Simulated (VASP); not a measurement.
# MgO (Fm-3m) in VASP: further runs

Runs on MgO. Level: LDA. Tasks: relaxation of cell and atoms.

Everything below comes from runs of VASP 6.6.1. Logs are shortened: lines on timing, memory, paths and dates and some standing lists are left out, and cuts for length are marked.

### Step 1. The cell of the first run

It takes space group Fm-3m (No. 225, cubic). Conventional cell: a = 4.040 Å, b = 4.040 Å, c = 4.040 Å, α = 90.00°, β = 90.00°, γ = 90.00°. Mg (site symmetry m-3m) has 6 O at 2.02 Å within 2.7 Å. O (site symmetry m-3m) has 6 Mg at 2.02 Å within 2.7 Å.

### Step 2. Relaxation of cell and atoms, LDA, target pressure 35 GPa, at which the enthalpy is minimised

Input file INCAR:

```
ALGO     = Normal         # electronic algorithm
EDIFF    = 1E-7           # SCF threshold, eV
EDIFFG   = -0.001         # ionic threshold
ENCUT    = 600            # plane-wave cutoff, eV
GGA      = CA             # functional
GGA_COMPAT= F            
IBRION   = 2              # ionic algorithm
ISIF     = 3              # what is computed and relaxed
ISMEAR   = 0              # smearing method
LASPH    = T              # aspherical terms in the spheres
LCHARG   = F              # write CHGCAR
LREAL    = F              # projectors in reciprocal space
LWAVE    = F              # write WAVECAR
NELM     = 120            # most SCF steps
NELMIN   = 4            
NSW      = 80             # ionic steps
PREC     = Accurate       # precision mode
PSTRESS  = 350.0        
SIGMA    = 0.01           # smearing width, eV
```

Input file KPOINTS:

```
k-points
0
Gamma
  10 10 10
```

Input file POSCAR:

```
MgO
1.0
    0.0000000000      2.0200642556      2.0200642556
    2.0200642556      0.0000000000      2.0200642556
    2.0200642556      2.0200642556      0.0000000000
Mg O
1 1
Direct
    0.0000000000      0.0000000000      0.0000000000
    0.5000000000      0.5000000000      0.5000000000
```

Potentials or basis: VASP PAW LDA potentials, release 64 (Mg, O).

On the command line:

```bash
$ cat potpaw_LDA.64/Mg/POTCAR potpaw_LDA.64/O/POTCAR > POTCAR
$ mpirun -np 1 vasp_std > vasp.out
```

OUTCAR:

```text
EDIFF = 1E-7
   EDIFFG = -0.001
   ENCUT = 600
   GGA = CA
   IBRION = 2
   ISIF = 3
   ISMEAR = 0
   LASPH = T
   LREAL = F
   NELM = 120
   NELMIN = 4
   NSW = 80
   PREC = Accurate
   PSTRESS = 350.0

 ion  position               nearest neighbor table
   1  0.000  0.000  0.000-   2 2.02   2 2.02   2 2.02   2 2.02   2 2.02   2 2.02
   2  0.500  0.500  0.500-   1 2.02   1 2.02   1 2.02   1 2.02   1 2.02   1 2.02

  LATTYP: Found a face centered cubic cell.
 ALAT       =     4.0401285112

  Lattice vectors:

 A1 = (   0.0000000000,   2.0200642556,   2.0200642556)
 A2 = (   2.0200642556,   0.0000000000,   2.0200642556)
 A3 = (   2.0200642556,   2.0200642556,   0.0000000000)

Analysis of symmetry for initial positions (statically):
=====================================================================
 Subroutine PRICEL returns:
 Original cell was already a primitive cell.

 Routine SETGRP: Setting up the symmetry group for a
 face centered cubic supercell.

 Subroutine GETGRP returns: Found 48 space group operations
 (whereof 48 operations were pure point group operations)
 out of a pool of 48 trial point group operations.

The static configuration has the point symmetry O_h .

Analysis of symmetry for dynamics (positions and initial velocities):
=====================================================================
 Subroutine PRICEL returns:
 Original cell was already a primitive cell.

 Routine SETGRP: Setting up the symmetry group for a
 face centered cubic supercell.

 Subroutine GETGRP returns: Found 48 space group operations
 (whereof 48 operations were pure point group operations)
 out of a pool of 48 trial point group operations.

The dynamic configuration has the point symmetry O_h .

 Subroutine INISYM returns: Found 48 space group operations
 (whereof 48 operations are pure point group operations),
 and found     1 'primitive' translations

----------------------------------------------------------------------------------------

                                     Primitive cell

  volume of cell :      16.4864

  direct lattice vectors                    reciprocal lattice vectors
     0.000000000  2.020064256  2.020064256    -0.247516879  0.247516879  0.247516879
     2.020064256  0.000000000  2.020064256     0.247516879 -0.247516879  0.247516879
     2.020064256  2.020064256  0.000000000     0.247516879  0.247516879 -0.247516879

  length of vectors
     2.856802267  2.856802267  2.856802267     0.428711810  0.428711810  0.428711810

  position of ions in fractional coordinates (direct lattice)
     0.000000000  0.000000000  0.000000000
     0.500000000  0.500000000  0.500000000

  ion indices of the primitive-cell ions
   primitive index   ion index
                 1           1
                 2           2

----------------------------------------------------------------------------------------

 KPOINTS: k-points

Automatic generation of k-mesh.
 Grid dimensions read from file:
 generate k-points for:   10   10   10

 Generating k-lattice:

  Cartesian coordinates                     Fractional coordinates (reciprocal lattice)
    -0.024751688  0.024751688  0.024751688     0.100000000  0.000000000  0.000000000
     0.024751688 -0.024751688  0.024751688     0.000000000  0.100000000  0.000000000
     0.024751688  0.024751688 -0.024751688     0.000000000  0.000000000  0.100000000

  Length of vectors
     0.042871181  0.042871181  0.042871181

  Shift w.r.t. Gamma in fractional coordinates (k-lattice)
     0.000000000  0.000000000  0.000000000

 Subroutine IBZKPT returns following result:
 ===========================================

 Found     47 irreducible k-points:

 Following reciprocal coordinates:
            Coordinates               Weight
  0.000000  0.000000  0.000000      1.000000
  0.100000  0.000000  0.000000      8.000000
  0.200000  0.000000  0.000000      8.000000
  0.300000  0.000000  0.000000      8.000000
  0.400000  0.000000  0.000000      8.000000
  0.500000  0.000000  0.000000      4.000000
[... 16 lines left out ...]
  0.300000  0.300000  0.000000      6.000000
  0.400000  0.300000  0.000000     24.000000
 [... further k-points ...]
   k-points           NKPTS =     47   k-points in BZ     NKDIM =     47   number of bands    NBANDS=      8
   number of dos      NEDOS =    301   number of ions     NIONS =      2
   total plane-waves  NPLWV =  13824
   dimension x,y,z NGX =    24 NGY =   24 NGZ =   24
   dimension x,y,z NGXF=    48 NGYF=   48 NGZF=   48
   ions per type =               1   1
   NGX,Y,Z   is equivalent  to a cutoff of  13.97, 13.97, 13.97 a.u.
   NGXF,Y,Z  is equivalent  to a cutoff of  27.93, 27.93, 27.93 a.u.
 SYSTEM =  unknown system
   PREC   = accura    normal or accurate (medium, high low for compatibility)
   ISTART =      0    job   : 0-new  1-cont  2-samecut
   ICHARG =      2    charge: 1-file 2-atom 10-const
   ISPIN  =      1    spin polarized calculation?
   LNONCOLLINEAR =      F non collinear calculations
   LSORBIT =      F    spin-orbit coupling
   LASPH  =      T    aspherical Exc in radial PAW
   ENCUT  =  600.0 eV  44.10 Ry    6.64 a.u.   5.71  5.71  5.71*2*pi/ulx,y,z
   NELM   =    120;   NELMIN=  4; NELMDL= -5     # of ELM steps
   EDIFF  = 0.1E-06   stopping-criterion for ELM
   LREAL  =      F    real-space projection
   EDIFFG = -.1E-02   stopping-criterion for IOM
   NSW    =     80    number of steps for IOM
   IBRION =      2    ionic relax: 0-MD 1-quasi-New 2-CG
   NFREE  =      1    steps in history (QN), initial steepest desc. (CG)
   ISIF   =      3    stress and relaxation
   ISYM   =      2    0-nonsym 1-usesym 2-fastsym
   POTIM  = 0.5000    time-step for ionic-motion
   TEBEG  =    0.0;   TEEND  =   0.0 temperature during run
   PSTRESS=  350.0 pullay stress
   NELECT =       8.0000    total number of electrons
   NUPDOWN=      -1.0000    fix difference up-down
   EMIN   =  10.00;   EMAX   =-10.00  energy-range for DOS
   EFERMI =   0.00;   METHOD = LEGACY
   ISMEAR =     0;   SIGMA  =   0.01  broadening in eV -4-tet -1-fermi 0-gaus
   EFERMI_NEDOS =   21; number of points for ismear=-14 and -15
   IALGO  =     38    algorithm
   IMIX   =      4    mixing-type and parameters
     AMIX     =   0.40;   BMIX     =  1.00
     AMIX_MAG =   1.60;   BMIX_MAG =  1.00
  volume/ion in A,a.u.               =       8.24        55.63
  Fermi-wavevector in a.u.,A,eV,Ry     =   1.286460  2.431057 22.517363  1.654980
  Thomas-Fermi vector in A             =   2.418533
   LORBIT       =      0    0 simple, 1 ext, 2 COOP (PROOUT), +10 PAW based schemes
   GGA     = CA    functional components
   LHFCALC =     F    Hartree Fock is set to
   AEXX    =    0.0000 exact exchange contribution
   IVDW    =     0    specifies the selected vdW correction
   LEPSILON=     F    determine dielectric tensor
   LRPA    =     F    only Hartree local field effects (RPA)
 conjugate gradient relaxation of ions
 non-spin polarized calculation
 Gauss-broadening in eV      SIGMA  =   0.01
  energy-cutoff  :      600.00
  volume of cell :       16.49
 maximum number of plane-waves:       568
   NGX = 11   NGY = 11   NGZ = 11

--------------------------------------- Ionic step        1  -------------------------------------------

 number of electron       7.9999999 magnetization

 Free energy of the ion-electron system (eV)
  ---------------------------------------------------
  ext. energy  EPLUGINS =         0.00000000
  ---------------------------------------------------
  free energy    TOTEN  =       -13.38424360 eV

  energy without entropy =      -13.38424360  energy(sigma->0) =      -13.38424360

------------------------ aborting loop because EDIFF is reached ----------------------------------------

  FORCE on cell =-STRESS in cart. coord.  units (eV):
  Direction    XX          YY          ZZ          XY          YZ          ZX
  --------------------------------------------------------------------------------------
  -------------------------------------------------------------------------------------
  Total        1.6446992      1.6446992      1.6446992      0.0000000      0.0000000      0.0000000
  in kB      159.8348613    159.8348613    159.8348613      0.0000000      0.0000000      0.0000000
  external PRESSURE =    -190.1651387 kB  Pullay stress =     350.0000000 kB
[... 175 lines left out ...]
  enthalpy is  TOTEN    =        -9.8512697192 eV   P V=        3.3634873376

--------------------------------------- Ionic step        6  -------------------------------------------

 number of electron       8.0000002 magnetization

 Free energy of the ion-electron system (eV)
  ---------------------------------------------------
  ext. energy  EPLUGINS =         0.00000000
  ---------------------------------------------------
  free energy    TOTEN  =       -13.21375421 eV

  energy without entropy =      -13.21375421  energy(sigma->0) =      -13.21375421

 E-fermi :   4.6090     XC(G=0): -12.5584

 val. band max:        4.5156249064   @ k =   0.0000   0.0000   0.0000
 cond. band min:      11.3098295138   @ k =   0.0000   0.0000   0.0000
 fundamental gap:      6.7942046075
 Fermi energy:         4.6089897487

 k-point     1 :       0.0000    0.0000    0.0000
  band No.  band energies     occupation
      1     -13.6217      2.00000
      2       4.5156      2.00000
      3       4.5156      2.00000
      4       4.5156      2.00000
      5      11.3098      0.00000
      6      21.0800      0.00000
      7      21.0800      0.00000
      8      21.0800      0.00000
[... 243 lines left out ...]
 k-point    24 :       0.4000    0.3000    0.0000
  band No.  band energies     occupation
      1     -11.8190      2.00000
      2       0.2034      2.00000
      3       2.8756      2.00000
      4       3.1560      2.00000
      5      14.6921      0.00000
      6      16.2989      0.00000
      7      20.0214      0.00000
      8      25.0271      0.00000

 [... further k-points ...]

------------------------ aborting loop because EDIFF is reached ----------------------------------------

  FORCE on cell =-STRESS in cart. coord.  units (eV):
  Direction    XX          YY          ZZ          XY          YZ          ZX
  --------------------------------------------------------------------------------------
  -------------------------------------------------------------------------------------
  Total        3.3619876      3.3619876      3.3619876      0.0000000      0.0000000      0.0000000
  in kB      349.9484268    349.9484268    349.9484268      0.0000000      0.0000000      0.0000000
  external PRESSURE =      -0.0515732 kB  Pullay stress =     350.0000000 kB
[... 17 lines left out ...]
  FREE ENERGIE OF THE ION-ELECTRON SYSTEM (eV)
  ---------------------------------------------------
  free  energy   TOTEN  =       -13.2137542107 eV

  energy  without entropy=      -13.2137542107  energy(sigma->0) =      -13.21375421

  enthalpy is  TOTEN    =        -9.8512711412 eV   P V=        3.3624830695

 reached required accuracy - stopping structural energy minimisation
```

Wall time 29 s (1 thread of Intel Xeon 8259CL, shared host); peak memory 0.14 GiB.

What came out:

- Free energy: -13.2138 eV
- Relaxed volume: 7.70 Å³/atom
- Relaxed cell: a = 2.792 Å, b = 2.792 Å, c = 2.792 Å, α = 60.00°, β = 60.00°, γ = 60.00°
- Space group after relaxing (to 0.1 Å): Fm-3m (No. 225)
- Energy change on relaxing (the run minimises the enthalpy): +85.2 meV/atom
- Ionic steps: 6
- Pressure after relaxing: 35.0 GPa
- Band gap on the k mesh: 6.79 eV

Step by step:
```tsv
step	energy change (eV)	largest force (eV/Å)	pressure (GPa)	volume (Å³)
1	0.0000	0.0000	15.98	16.49
2	0.5100	0.0000	62.78	14.26
3	0.1670	0.0000	34.67	15.41
4	0.1716	0.0000	35.10	15.39
5	0.1695	0.0000	34.91	15.40
6	0.1705	0.0000	34.99	15.39
```

Final structure:
```
Mg O
1.0
     0.00000    1.97435    1.97435
     1.97435    0.00000    1.97435
     1.97435    1.97435    0.00000
Mg O
1 1
Direct
  0.00000 0.00000 0.00000
  0.50000 0.50000 0.50000
```

Levels at points of the mesh, in eV from the valence-band top:
| k point | band 1 | band 2 | band 3 | band 4 | band 5 | band 6 | band 7 | band 8 |
| --- | --- | --- | --- | --- | --- | --- | --- | --- |
| (0.00, 0.00, 0.00) | -18.14 | 0.00 | 0.00 | 0.00 | 6.79 | 16.56 | 16.56 | 16.56 |
| (0.50, 0.00, 0.00) | -16.21 | -5.64 | -0.93 | -0.93 | 9.02 | 14.67 | 18.07 | 18.07 |
| (0.50, 0.50, 0.00) | -15.88 | -5.01 | -1.66 | -1.66 | 9.00 | 11.98 | 15.07 | 21.76 |

Caveat: the cell is relaxed towards a set pressure, so the run minimises the enthalpy, not the energy. LDA usually gives volumes a few per cent too small.

### Step 3. Relaxation of cell and atoms, LDA, target pressure 35 GPa, at which the enthalpy is minimised

Input file INCAR:

```
SYSTEM = MgO
ALGO = Normal
EDIFF = 1E-7
EDIFFG = -0.001
ENCUT = 600
GGA_COMPAT = .FALSE.
IBRION = 2
ISIF = 3
ISMEAR = -4
LASPH = .TRUE.
LCHARG = .FALSE.
LREAL = .FALSE.
LWAVE = .FALSE.
NELM = 120
NELMIN = 4
NSW = 80
PREC = Accurate
PSTRESS = 350.0
SIGMA = 0.05
```

Input file KPOINTS:

```
k-points
0
G
  10 10 10
  0 0 0
```

POSCAR is that of step 2.

Potentials or basis: VASP PAW LDA potentials, release 64 (Mg, O).

On the command line:

```bash
$ cat potpaw_LDA.64/Mg/POTCAR potpaw_LDA.64/O/POTCAR > POTCAR
$ mpirun -np 1 vasp_std > vasp.out
```

OUTCAR:

```text
SYSTEM = MgO
   EDIFF = 1E-7
   EDIFFG = -0.001
   ENCUT = 600
   IBRION = 2
   ISIF = 3
   ISMEAR = -4
   LASPH = .TRUE.
   LREAL = .FALSE.
   NELM = 120
   NELMIN = 4
   NSW = 80
   PREC = Accurate
   PSTRESS = 350.0

 ion  position               nearest neighbor table
   1  0.000  0.000  0.000-   2 2.02   2 2.02   2 2.02   2 2.02   2 2.02   2 2.02
   2  0.500  0.500  0.500-   1 2.02   1 2.02   1 2.02   1 2.02   1 2.02   1 2.02

  LATTYP: Found a face centered cubic cell.
 ALAT       =     4.0401285112

  Lattice vectors:

 A1 = (   0.0000000000,   2.0200642556,   2.0200642556)
 A2 = (   2.0200642556,   0.0000000000,   2.0200642556)
 A3 = (   2.0200642556,   2.0200642556,   0.0000000000)

Analysis of symmetry for initial positions (statically):
=====================================================================
 Subroutine PRICEL returns:
 Original cell was already a primitive cell.

 Routine SETGRP: Setting up the symmetry group for a
 face centered cubic supercell.

 Subroutine GETGRP returns: Found 48 space group operations
 (whereof 48 operations were pure point group operations)
 out of a pool of 48 trial point group operations.

The static configuration has the point symmetry O_h .

Analysis of symmetry for dynamics (positions and initial velocities):
[... 171 lines left out ...]
  in kB      159.8348613    159.8348613    159.8348613      0.0000000      0.0000000      0.0000000
  external PRESSURE =    -190.1651387 kB  Pullay stress =     350.0000000 kB
[... 177 lines left out ...]
--------------------------------------- Ionic step        6  -------------------------------------------

 number of electron       8.0000002 magnetization

 Free energy of the ion-electron system (eV)
  ---------------------------------------------------
  ext. energy  EPLUGINS =         0.00000000
  ---------------------------------------------------
  free energy    TOTEN  =       -13.21375421 eV

  energy without entropy =      -13.21375421  energy(sigma->0) =      -13.21375421

 E-fermi :   4.5907     XC(G=0): -12.5584

 val. band max:        4.5156249068   @ k =   0.0000   0.0000   0.0000
 cond. band min:      11.3098295149   @ k =   0.0000   0.0000   0.0000
 fundamental gap:      6.7942046081
 Fermi energy:         4.5907025093

 k-point     1 :       0.0000    0.0000    0.0000
  band No.  band energies     occupation
      1     -13.6217      2.00000
      2       4.5156      2.00000
      3       4.5156      2.00000
      4       4.5156      2.00000
      5      11.3098      0.00000
      6      21.0800      0.00000
      7      21.0800      0.00000
      8      21.0800      0.00000
[... 243 lines left out ...]
 k-point    24 :       0.4000    0.3000    0.0000
  band No.  band energies     occupation
      1     -11.8190      2.00000
      2       0.2034      2.00000
      3       2.8756      2.00000
      4       3.1560      2.00000
      5      14.6921      0.00000
      6      16.2989      0.00000
      7      20.0214      0.00000
      8      25.0271      0.00000

 [... further k-points ...]

------------------------ aborting loop because EDIFF is reached ----------------------------------------

  FORCE on cell =-STRESS in cart. coord.  units (eV):
  Direction    XX          YY          ZZ          XY          YZ          ZX
  --------------------------------------------------------------------------------------
  -------------------------------------------------------------------------------------
  Total        3.3619876      3.3619876      3.3619876      0.0000000      0.0000000     -0.0000000
  in kB      349.9484271    349.9484271    349.9484271      0.0000000      0.0000000     -0.0000000
  external PRESSURE =      -0.0515729 kB  Pullay stress =     350.0000000 kB
[... 21 lines left out ...]
  energy  without entropy=      -13.2137542105  energy(sigma->0) =      -13.21375421

  enthalpy is  TOTEN    =        -9.8512711412 eV   P V=        3.3624830693

 reached required accuracy - stopping structural energy minimisation
```

OSZICAR:

```text
N       E                     dE             d eps       ncg     rms          rms(c)
DAV:   1     0.172946158787E+02    0.17295E+02   -0.52383E+03   864   0.101E+03
DAV:   2    -0.145904962054E+02   -0.31885E+02   -0.31797E+02   920   0.158E+02
DAV:   3    -0.150161355721E+02   -0.42564E+00   -0.42564E+00   984   0.203E+01
DAV:   4    -0.150166708204E+02   -0.53525E-03   -0.53525E-03  1016   0.666E-01
[... 40 lines left out ...]
       N       E                     dE             d eps       ncg     rms          rms(c)
DAV:   1    -0.132137585686E+02    0.99859E-03   -0.99373E-05   752   0.105E-01    0.156E-02
DAV:   2    -0.132137542947E+02    0.42740E-05   -0.26644E-05   752   0.404E-02    0.180E-03
DAV:   3    -0.132137542415E+02    0.53157E-07   -0.17780E-07   792   0.551E-03    0.950E-04
DAV:   4    -0.132137542105E+02    0.30971E-07   -0.18963E-08   384   0.147E-03
   6 F= -.98512711E+01 E0= -.98512711E+01  d E =-.150900E-05
```

Wall time 47 s (1 thread of Intel Xeon 8259CL, shared host); peak memory 0.14 GiB.

Results:

| Item | Value |
| --- | --- |
| Free energy | -13.2138 eV |
| Relaxed volume | 7.70 Å³/atom |
| Relaxed cell | a = 2.792 Å, b = 2.792 Å, c = 2.792 Å, α = 60.00°, β = 60.00°, γ = 60.00° |
| Space group after relaxing (to 0.1 Å) | Fm-3m (No. 225) |
| Energy change on relaxing (the run minimises the enthalpy) | +85.2 meV/atom |
| Ionic steps | 6 |
| Pressure after relaxing | 35.0 GPa |
| Band gap on the k mesh | 6.79 eV |

The path:
```csv
step,energy change (eV),largest force (eV/Å),pressure (GPa),volume (Å³)
1,0.0000,0.0000,15.98,16.49
2,0.5100,0.0000,62.78,14.26
3,0.1670,0.0000,34.67,15.41
4,0.1716,0.0000,35.10,15.39
5,0.1695,0.0000,34.91,15.40
6,0.1705,0.0000,34.99,15.39
```

Final structure:
```cif
data_structure
_symmetry_space_group_name_H-M 'P 1'
_symmetry_Int_Tables_number 1
_cell_length_a 2.7922
_cell_length_b 2.7922
_cell_length_c 2.7922
_cell_angle_alpha 60.000
_cell_angle_beta 60.000
_cell_angle_gamma 60.000
_cell_volume 15.39
loop_
_atom_site_label
_atom_site_type_symbol
_atom_site_fract_x
_atom_site_fract_y
_atom_site_fract_z
_atom_site_occupancy
Mg1 Mg 0.00000 0.00000 0.00000 1
O1 O 0.50000 0.50000 0.50000 1
```

Caveat: the cell is relaxed towards a set pressure, so the run minimises the enthalpy, not the energy.
